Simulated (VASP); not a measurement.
# Ta in VASP: notebook, part 2 of 2

VASP 6.6.1. The steps go on from the part before.

### 4 Single point, PBEsol

This run uses another cell than the first one: it holds 12 atoms, not 14.

File INCAR:

```
ALGO = Normal ; DIPOL = 0.5 0.5 0.500
EDIFF = 1E-6 ; ENCUT = 400
GGA = PS ; GGA_COMPAT = False
IDIPOL = 3 ; ISIF = 2
ISMEAR = 1 ; LASPH = True
LCHARG = False ; LDIPOL = True
LREAL = False ; LWAVE = False
NBANDS = 78 ; NELM = 120
NELMDL = -8 ; PREC = Accurate
SIGMA = 0.1
```

File KPOINTS:

```
k-points
0
Gamma
  8 8 1
```

File POSCAR:

```
Ta
1.0
    4.6418128370      0.0000000000      0.0000000000
    2.3209064180      4.0199278360      0.0000000000
    0.0000000000      0.0000000000     26.4225668540
Ta
12
Direct
    0.3333333333      0.3333333333      0.3027714924
    0.6666666667      0.6666666667      0.3386312211
    0.0000000000      0.0000000000      0.3744909497
    0.3333333333      0.3333333333      0.4103506784
    0.6666666667      0.6666666667      0.4462104070
    0.0000000000      0.0000000000      0.4820701357
    0.3333333333      0.3333333333      0.5179298643
    0.6666666667      0.6666666667      0.5537895930
    0.0000000000      0.0000000000      0.5896493216
    0.3333333333      0.3333333333      0.6255090503
    0.6666666667      0.6666666667      0.6613687789
    0.0000000000      0.0000000000      0.6972285076
```

The run is started by

```sh
$ cat potpaw_PBE.64/Ta_pv/POTCAR > POTCAR
$ mpirun -np 1 vasp_std > vasp.out
```

Run time: 13 min. Hardware: 1 thread of Intel Xeon Platinum 8375C at 2.90GHz (Ice Lake), shared host; peak memory 0.46 GiB.

Results (log left out):

| Quantity | Value |
| --- | --- |
| Free energy | -142.7323 eV |
| Largest force | 2.179 eV/Å |
| Band gap on the k mesh | zero (bands 66 and 67 overlap by 0.20 eV) |

Forces on the atoms (eV/Å):
```
Ta   0.000  0.000  2.179
Ta   0.000  0.000  0.187
Ta   0.000  0.000 -1.345
Ta   0.000  0.000 -0.650
Ta   0.000  0.000 -0.277
Ta   0.000  0.000 -0.357
Ta   0.000  0.000  0.357
Ta   0.000  0.000  0.277
Ta   0.000  0.000  0.650
Ta   0.000  0.000  1.345
Ta   0.000  0.000 -0.187
Ta   0.000  0.000 -2.179
```

Levels at points of the mesh, in eV from the Fermi level:
```tsv
k point	band 64	band 65	band 66	band 67	band 68	band 69
(0.00, 0.00, 0.00)	-0.49	-0.42	-0.42	-0.05	-0.05	0.07
(0.50, 0.00, 0.00)	-0.42	-0.25	-0.08	0.06	0.24	0.25
```

Caveat: the PAW data sets were made with another functional, which shifts forces and pressure a little; spin-orbit coupling is left out, which moves the levels of the heavy elements.

### 5 Single point, PBEsol

This run uses another cell than the first one: it holds 7 atoms, not 14.

File INCAR:

```
  PREC = Accurate
  ENCUT = 520
  EDIFF = 1E-6
  ISMEAR = 1
  SIGMA = 0.1
  LREAL = F
  LASPH = T
  NELM = 100
  ALGO = Normal
  ISIF = 2
  LWAVE = F
  LCHARG = F
  LDIPOL = T
  IDIPOL = 3
  DIPOL = 0.5 0.5 0.500
  GGA = PS
  NBANDS = 48
```

File KPOINTS:

```
Automatic mesh
0
Gamma
  7 7 1
```

File POSCAR:

```
Ta
1.0
    4.6418128370      0.0000000000      0.0000000000
    2.3209064180      4.0199278360      0.0000000000
    0.0000000000      0.0000000000     21.6850364660
Ta
7
Direct
    0.0000000000      0.0000000000      0.3689179870
    0.3333333333      0.3333333333      0.4126119913
    0.6666666667      0.6666666667      0.4563059957
    0.0000000000      0.0000000000      0.5000000000
    0.3333333333      0.3333333333      0.5436940043
    0.6666666667      0.6666666667      0.5873880087
    0.0000000000      0.0000000000      0.6310820130
```

The run is started by

```sh
$ cat potpaw_PBE.64/Ta_pv/POTCAR > POTCAR
$ mpirun -np 1 vasp_std > vasp.out
```

Wall time 7.2 min (1 thread of Intel Xeon 6975P-C (Granite Rapids), shared host); peak memory 0.52 GiB.

The run converged. Its results:

```
Free energy            : -79.8868 eV
Largest force          : 2.026 eV/Å
Band gap on the k mesh : zero (an odd number of electrons rules out a gap without spin polarisation)
```

Forces in eV/Å, atoms in the order of the input:
```
Ta   0.000  0.000  2.026
Ta   0.000  0.000  0.474
Ta   0.000  0.000 -1.067
Ta   0.000  0.000  0.000
Ta   0.000  0.000  1.067
Ta   0.000  0.000 -0.474
Ta   0.000  0.000 -2.026
```

Levels at points of the mesh, in eV from the Fermi level:
| k point | band 35 | band 36 | band 37 | band 38 | band 39 | band 40 | band 41 | band 42 | band 43 | band 44 |
| --- | --- | --- | --- | --- | --- | --- | --- | --- | --- | --- |
| (0.00, 0.00, 0.00) | -0.68 | -0.53 | -0.53 | -0.47 | -0.47 | 0.08 | 0.08 | 0.11 | 0.33 | 1.97 |

Caveat: the PAW data sets were made with another functional, which shifts forces and pressure a little; spin-orbit coupling is left out, which moves the levels of the heavy elements.

### 6 Single point, PBEsol

This run uses another cell than the first one: it holds 16 atoms, not 14.

File INCAR:

```
PREC     = Accurate       # precision mode
ENCUT    = 520            # plane-wave cutoff, eV
EDIFF    = 1E-6           # SCF threshold, eV
ISMEAR   = 1              # smearing method
SIGMA    = 0.1            # smearing width, eV
LREAL    = Auto         
LASPH    = T              # aspherical terms in the spheres
NELM     = 100            # most SCF steps
ALGO     = Normal         # electronic algorithm
ISIF     = 2              # what is computed and relaxed
LWAVE    = F              # write WAVECAR
LCHARG   = F              # write CHGCAR
LDIPOL   = T            
IDIPOL   = 3            
DIPOL    = 0.5 0.5 0.500
GGA      = PS             # functional
NBANDS   = 102            # bands
```

File KPOINTS:

```
Automatic mesh
0
Gamma
  8 8 1
```

File POSCAR:

```
Ta
1.0
    4.6418128370      0.0000000000      0.0000000000
    2.3209064180      4.0199278360      0.0000000000
    0.0000000000      0.0000000000     30.2125911640
Ta
16
Direct
    0.0000000000      0.0000000000      0.2647902643
    0.3333333333      0.3333333333      0.2961515624
    0.6666666667      0.6666666667      0.3275128605
    0.0000000000      0.0000000000      0.3588741586
    0.3333333333      0.3333333333      0.3902354567
    0.6666666667      0.6666666667      0.4215967548
    0.0000000000      0.0000000000      0.4529580529
    0.3333333333      0.3333333333      0.4843193510
    0.6666666667      0.6666666667      0.5156806490
    0.0000000000      0.0000000000      0.5470419471
    0.3333333333      0.3333333333      0.5784032452
    0.6666666667      0.6666666667      0.6097645433
    0.0000000000      0.0000000000      0.6411258414
    0.3333333333      0.3333333333      0.6724871395
    0.6666666667      0.6666666667      0.7038484376
    0.0000000000      0.0000000000      0.7352097357
```

Potentials or basis: VASP PAW PBE potentials, release 64 (Ta_pv).

The run is started by

```sh
$ cat potpaw_PBE.64/Ta_pv/POTCAR > POTCAR
$ mpirun -np 1 vasp_std > vasp.out
```

Run time: 27 min. Hardware: 1 thread of Intel Xeon Platinum 8488C (Sapphire Rapids), shared host; peak memory 0.81 GiB.

Results (log left out):

| Property | Result |
| --- | --- |
| Free energy | -192.9967 eV |
| Largest force | 2.109 eV/Å |
| Band gap on the k mesh | zero (bands 88 and 89 overlap by 0.39 eV) |

Forces on the atoms (eV/Å):
```
Ta   0.000  0.000  2.109
Ta   0.000  0.000  0.286
Ta   0.000  0.000 -1.261
Ta   0.000  0.000 -0.715
Ta   0.000  0.000 -0.353
Ta   0.000  0.000 -0.258
Ta   0.000  0.000  0.106
Ta   0.000  0.000 -0.073
Ta   0.000  0.000  0.073
Ta   0.000  0.000 -0.106
Ta   0.000  0.000  0.258
Ta   0.000  0.000  0.353
Ta   0.000  0.000  0.715
Ta   0.000  0.000  1.261
Ta   0.000  0.000 -0.286
Ta   0.000  0.000 -2.109
```

Levels at points of the mesh, in eV from the Fermi level:
```tsv
k point	band 85	band 86	band 87	band 88	band 89	band 90	band 91	band 92
(0.00, 0.00, 0.00)	-0.60	-0.43	-0.43	-0.19	-0.19	0.04	0.19	0.22
(0.50, 0.00, 0.00)	-0.38	-0.30	-0.18	-0.13	-0.11	0.28	0.35	0.67
```

Caveat: the PAW data sets were made with another functional, which shifts forces and pressure a little; spin-orbit coupling is left out, which moves the levels of the heavy elements.

### 7 Summary

| level | cell | k mesh | cutoff (eV) | gap on the mesh (eV) | largest force (eV/Å) |
| --- | --- | --- | --- | --- | --- |
| PBE | a = 4.694, b = 4.694, c = 28.457 Å, angles 90.0, 90.0, 60.0°, 14 atoms, atomic positions A | 8 × 8 × 1 | 520 | none | 0.03 |
| PBEsol | a = 4.642, b = 4.642, c = 20.318 Å, angles 90.0, 90.0, 60.0°, 14 atoms, atomic positions B | 8 × 8 × 1 | 400 | none | 2.12 |
| PBEsol | a = 4.642, b = 4.642, c = 26.423 Å, angles 90.0, 90.0, 60.0°, 12 atoms, atomic positions C | 8 × 8 × 1 | 400 | none | 2.18 |
| PBEsol | a = 4.642, b = 4.642, c = 21.685 Å, angles 90.0, 90.0, 60.0°, 7 atoms, atomic positions D | 7 × 7 × 1 | 520 | none | 2.03 |
| PBEsol | a = 4.642, b = 4.642, c = 30.213 Å, angles 90.0, 90.0, 60.0°, 16 atoms, atomic positions E | 8 × 8 × 1 | 520 | none | 2.11 |

Alike in all rows: task single point; potentials or basis VASP PAW PBE potentials, release 64 (Ta_pv); no spin polarisation; smearing methfessel-paxton 0.1 eV.

Caveats: spin-orbit coupling is left out, which moves the levels of the heavy elements; the PAW data sets were made with another functional, which shifts forces and pressure a little (at least some runs).

Total energies depend on the potentials used, so only differences within one code and one set of settings carry meaning.
